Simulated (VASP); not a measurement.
A run of VASP 6.6.1:

The input POSCAR:

```
BaTiO3
1.0
    3.7953868273      0.0000000000      0.0000000000
    0.0000000000      2.7003528941      2.7056068783
    0.0000000000     -2.7003528941      2.7056068783
Ba Ti O
1 1 3
Direct
    0.0000000000      0.0044061011      0.0044061011
    0.5000000000      0.5135753575      0.5135753575
    0.0000000000      0.4947134013      0.4947134013
    0.5000000000      0.4954342957      0.9880908444
    0.5000000000      0.9880908444      0.4954342957
```

The input INCAR.step1:

```
  PREC = Accurate
  ENCUT = 520
  ISMEAR = 0
  SIGMA = 0.05
  LREAL = False
  LASPH = True
  NELM = 150
  LMAXMIX = 4
  LDAU = True
  LDAUTYPE = 2
  LDAUL = -1 2 -1
  LDAUU = 0 4 0
  LDAUJ = 0 0 0
  NBANDS = 28
  GGA = PE
  ALGO = Normal
  EDIFF = 1E-4
  LWAVE = True
  LCHARG = False
```

File INCAR.step2:

```
  PREC = Accurate
  ENCUT = 520
  EDIFF = 1E-6
  ISMEAR = 0
  SIGMA = 0.05
  LREAL = False
  LASPH = True
  NELM = 150
  ALGO = Normal
  ISIF = 2
  LWAVE = False
  LCHARG = False
  LMAXMIX = 4
  LDAU = True
  LDAUTYPE = 2
  LDAUL = -1 2 -1
  LDAUU = 0 4 0
  LDAUJ = 0 0 0
  LDAUPRINT = 1
  METAGGA = R2SCAN
  LMIXTAU = True
  NBANDS = 28
  ISTART = 1
```

The input KPOINTS:

```
Automatic mesh
0
Gamma
  6 6 6
```

Potentials or basis: VASP PAW PBE potentials, release 64 (Ba_sv, Ti_sv, O).

The run is started by

```console
$ cat potpaw_PBE.64/Ba_sv/POTCAR potpaw_PBE.64/Ti_sv/POTCAR potpaw_PBE.64/O/POTCAR > POTCAR
$ cp INCAR.step1 INCAR
$ mpirun -np 1 vasp_std > vasp.out
$ cp INCAR.step2 INCAR
$ mpirun -np 1 vasp_std > vasp.out
```

Hardware: 1 thread of AMD EPYC 7571 (shared host).

How long does it take, and how much memory?

Wall time 7.4 min on 1 thread of AMD EPYC 7571, on a shared host, peak memory 0.19 GiB. Counts: k points 52.
